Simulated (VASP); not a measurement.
# Be2C (Fm-3m) in VASP: a series of runs

Be2C is run at these levels: PBE, r2SCAN; tasks: single point, relaxation of cell and atoms.

Program: VASP 6.6.1. These are calculated values, not measurements. Logs are shortened: lines on timing, memory, paths and dates and some standing lists are left out, and cuts for length are marked.

### Step 1. The cell of the first run

The structure is cubic, space group Fm-3m (No. 225). The conventional cell has a = 4.328 Å, b = 4.328 Å, c = 4.328 Å, α = 90.00°, β = 90.00°, γ = 90.00°. C (site symmetry m-3m) has 8 Be at 1.87 Å within 2.5 Å. Within 2.5 Å of Be (site symmetry -43m) lie 4 C at 1.87 Å and 6 Be at 2.16 Å.

### Step 2. Single point, PBE

Contents of INCAR:

```
SYSTEM = Be2C
PREC = Accurate
ENCUT = 600
EDIFF = 1E-6
ISMEAR = -1
SIGMA = 0.02
LREAL = .False.
LASPH = .True.
NELM = 120
ALGO = Normal
ISIF = 2
LWAVE = .False.
LCHARG = .False.
GGA = PE
NBANDS = 11
GGA_COMPAT = .False.
```

Contents of KPOINTS:

```
Automatic mesh
0
Gamma
  10 10 10
  0 0 0
```

Contents of POSCAR:

```
Be2C
1.0
    0.0000000000      2.1641905671      2.1641905671
    2.1641905671      0.0000000000      2.1641905671
    2.1641905671      2.1641905671      0.0000000000
C Be
1 2
Direct
    0.0000000000      0.0000000000      0.0000000000
    0.2500000000      0.2500000000      0.2500000000
    0.7500000000      0.7500000000      0.7500000000
```

Potentials or basis: VASP PAW PBE potentials, release 64 (C, Be).

Started as:

```sh
$ cat potpaw_PBE.64/C/POTCAR potpaw_PBE.64/Be/POTCAR > POTCAR
$ mpirun -np 1 vasp_std > vasp.out
```

OUTCAR:

```text
SYSTEM = Be2C
   PREC = Accurate
   ENCUT = 600
   EDIFF = 1E-6
   ISMEAR = -1
   LREAL = .False.
   LASPH = .True.
   NELM = 120
   ISIF = 2
   GGA = PE

 ion  position               nearest neighbor table
   1  0.000  0.000  0.000-   3 1.87   3 1.87   3 1.87   2 1.87   2 1.87   2 1.87   3 1.87   2 1.87

   2  0.250  0.250  0.250-   1 1.87   1 1.87   1 1.87   1 1.87   3 2.16   3 2.16   3 2.16   3 2.16
                             3 2.16   3 2.16
   3  0.750  0.750  0.750-   1 1.87   1 1.87   1 1.87   1 1.87   2 2.16   2 2.16   2 2.16   2 2.16
                             2 2.16   2 2.16

  LATTYP: Found a face centered cubic cell.
 ALAT       =     4.3283811342

  Lattice vectors:

 A1 = (   0.0000000000,   2.1641905671,   2.1641905671)
 A2 = (   2.1641905671,   0.0000000000,   2.1641905671)
 A3 = (   2.1641905671,   2.1641905671,   0.0000000000)

Analysis of symmetry for initial positions (statically):
=====================================================================
 Subroutine PRICEL returns:
 Original cell was already a primitive cell.

 Routine SETGRP: Setting up the symmetry group for a
 face centered cubic supercell.

 Subroutine GETGRP returns: Found 48 space group operations
 (whereof 48 operations were pure point group operations)
 out of a pool of 48 trial point group operations.

The static configuration has the point symmetry O_h .

Analysis of symmetry for dynamics (positions and initial velocities):
=====================================================================
 Subroutine PRICEL returns:
 Original cell was already a primitive cell.

 Routine SETGRP: Setting up the symmetry group for a
 face centered cubic supercell.

 Subroutine GETGRP returns: Found 48 space group operations
 (whereof 48 operations were pure point group operations)
 out of a pool of 48 trial point group operations.

The dynamic configuration has the point symmetry O_h .

 Subroutine INISYM returns: Found 48 space group operations
 (whereof 48 operations are pure point group operations),
 and found     1 'primitive' translations

----------------------------------------------------------------------------------------

                                     Primitive cell

  volume of cell :      20.2729

  direct lattice vectors                    reciprocal lattice vectors
     0.000000000  2.164190567  2.164190567    -0.231033259  0.231033259  0.231033259
     2.164190567  0.000000000  2.164190567     0.231033259 -0.231033259  0.231033259
     2.164190567  2.164190567  0.000000000     0.231033259  0.231033259 -0.231033259

[... 90 lines left out ...]
   NFREE  =      0    steps in history (QN), initial steepest desc. (CG)
   ISIF   =      2    stress and relaxation
   ISYM   =      2    0-nonsym 1-usesym 2-fastsym
   POTIM  = 0.5000    time-step for ionic-motion
   TEBEG  =    0.0;   TEEND  =   0.0 temperature during run
   PSTRESS=    0.0 pullay stress
   NELECT =       8.0000    total number of electrons
   NUPDOWN=      -1.0000    fix difference up-down
   EMIN   =  10.00;   EMAX   =-10.00  energy-range for DOS
   EFERMI =   0.00;   METHOD = LEGACY
   ISMEAR =    -1;   SIGMA  =   0.02  broadening in eV -4-tet -1-fermi 0-gaus
   EFERMI_NEDOS =   21; number of points for ismear=-14 and -15
   IALGO  =     38    algorithm
   IMIX   =      4    mixing-type and parameters
     AMIX     =   0.40;   BMIX     =  1.00
     AMIX_MAG =   1.60;   BMIX_MAG =  1.00
  volume/ion in A,a.u.               =       6.76        45.60
  Fermi-wavevector in a.u.,A,eV,Ry     =   1.200787  2.269158 19.618098  1.441890
  Thomas-Fermi vector in A             =   2.336614
   LORBIT       =      0    0 simple, 1 ext, 2 COOP (PROOUT), +10 PAW based schemes
   GGA     = PE    functional components
   LHFCALC =     F    Hartree Fock is set to
   AEXX    =    0.0000 exact exchange contribution
   IVDW    =     0    specifies the selected vdW correction
   LEPSILON=     F    determine dielectric tensor
   LRPA    =     F    only Hartree local field effects (RPA)
 non-spin polarized calculation
  energy-cutoff  :      600.00
  volume of cell :       20.27
 maximum number of plane-waves:       692
   NGX = 13   NGY = 13   NGZ = 13

 number of electron       8.0000000 magnetization

 Free energy of the ion-electron system (eV)
  ---------------------------------------------------
  ext. energy  EPLUGINS =         0.00000000
  ---------------------------------------------------
  free energy    TOTEN  =       -17.45693893 eV

  energy without entropy =      -17.45693893  energy(sigma->0) =      -17.45693893

 E-fermi :   8.1202     XC(G=0): -11.4407

 val. band max:        7.7343112966   @ k =   0.0000   0.0000   0.0000
 cond. band min:       8.8922132617   @ k =   0.5000   0.5000   0.0000
 fundamental gap:      1.1579019651
 Fermi energy:         8.1201955737

 k-point     1 :       0.0000    0.0000    0.0000
  band No.  band energies     occupation
      1      -7.3095      2.00000
      2       7.7343      2.00000
      3       7.7343      2.00000
      4       7.7343      2.00000
      5      11.8636      0.00000
      6      11.8636      0.00000
      7      11.8636      0.00000
      8      14.4910      0.00000
      9      20.9079      0.00000
     10      20.9079      0.00000
     11      20.9079      0.00000
[... 309 lines left out ...]
 k-point    24 :       0.4000    0.3000    0.0000
  band No.  band energies     occupation
      1      -4.8297      2.00000
      2       2.2476      2.00000
      3       3.5609      2.00000
      4       3.7133      2.00000
      5      10.4597      0.00000
      6      13.4977      0.00000
      7      18.0114      0.00000
      8      18.1602      0.00000
      9      21.6253      0.00000
     10      24.6607      0.00000
     11      25.3789      0.00000

 [... further k-points ...]
[... 5 lines left out ...]
  --------------------------------------------------------------------------------------
  -------------------------------------------------------------------------------------
  Total        0.0334990      0.0334990      0.0334990      0.0000000      0.0000000      0.0000000
  in kB        2.6474397      2.6474397      2.6474397      0.0000000      0.0000000      0.0000000
  external PRESSURE =       2.6474397 kB  Pullay stress =       0.0000000 kB

 VOLUME and BASIS-vectors are now :
 -----------------------------------------------------------------------------
  energy-cutoff  :      600.00
  volume of cell :       20.27
      direct lattice vectors                 reciprocal lattice vectors
     0.000000000  2.164190567  2.164190567    -0.231033259  0.231033259  0.231033259
     2.164190567  0.000000000  2.164190567     0.231033259 -0.231033259  0.231033259
     2.164190567  2.164190567  0.000000000     0.231033259  0.231033259 -0.231033259

 POSITION                                       TOTAL-FORCE (eV/Angst)
 -----------------------------------------------------------------------------------
      0.00000      0.00000      0.00000        -0.000000     -0.000000     -0.000000
      1.08210      1.08210      1.08210         0.000000      0.000000      0.000000
      3.24629      3.24629      3.24629        -0.000000     -0.000000     -0.000000
 -----------------------------------------------------------------------------------
    total drift:                               -0.000000     -0.000000      0.000000

  FREE ENERGIE OF THE ION-ELECTRON SYSTEM (eV)
  ---------------------------------------------------
  free  energy   TOTEN  =       -17.4569389301 eV

  energy  without entropy=      -17.4569389301  energy(sigma->0) =      -17.45693893
```

OSZICAR:

```text
N       E                     dE             d eps       ncg     rms          rms(c)
DAV:   1     0.583710681741E+01    0.58371E+01   -0.42299E+03  1034   0.742E+02
DAV:   2    -0.176803689166E+02   -0.23517E+02   -0.22068E+02  1363   0.132E+02
DAV:   3    -0.185575012289E+02   -0.87713E+00   -0.87275E+00  1346   0.197E+01
DAV:   4    -0.185623673011E+02   -0.48661E-02   -0.48653E-02  1195   0.164E+00
DAV:   5    -0.185623908949E+02   -0.23594E-04   -0.23594E-04  1339   0.108E-01    0.534E+00
DAV:   6    -0.175184607451E+02    0.10439E+01   -0.30957E+00  1070   0.834E+00    0.210E+00
DAV:   7    -0.174661387974E+02    0.52322E-01   -0.18630E-01  1266   0.298E+00    0.126E+00
DAV:   8    -0.174571283584E+02    0.90104E-02   -0.11283E-02  1106   0.120E+00    0.212E-01
DAV:   9    -0.174569384548E+02    0.18990E-03   -0.27378E-04  1297   0.105E-01    0.122E-01
DAV:  10    -0.174569394945E+02   -0.10397E-05   -0.15659E-04  1189   0.850E-02    0.114E-02
DAV:  11    -0.174569390482E+02    0.44625E-06   -0.19727E-05  1205   0.231E-02    0.288E-03
DAV:  12    -0.174569389301E+02    0.11818E-06   -0.78865E-07   654   0.647E-03
   1 F= -.17456939E+02 E0= -.17456939E+02  d E =-.101672E-10
```

Wall time 18 s (1 thread of Intel Xeon 8259CL, shared host); peak memory 0.14 GiB.

Results:

```
Free energy            : -17.4569 eV
Pressure               : 0.3 GPa
Band gap on the k mesh : 1.16 eV (least direct gap 4.13 eV)
```

Levels at points of the mesh, in eV from the valence-band top:
```csv
k point,band 2,band 3,band 4,band 5,band 6,band 7
"(0.00, 0.00, 0.00)",0.00,0.00,0.00,4.13,4.13,4.13
"(0.50, 0.00, 0.00)",-8.73,-1.83,-1.83,5.01,5.01,7.01
"(0.50, 0.50, 0.00)",-6.78,-4.73,-4.73,1.16,5.73,13.25
```

A k mesh can miss the band edges.

(Part 1 of 2 ends here.)
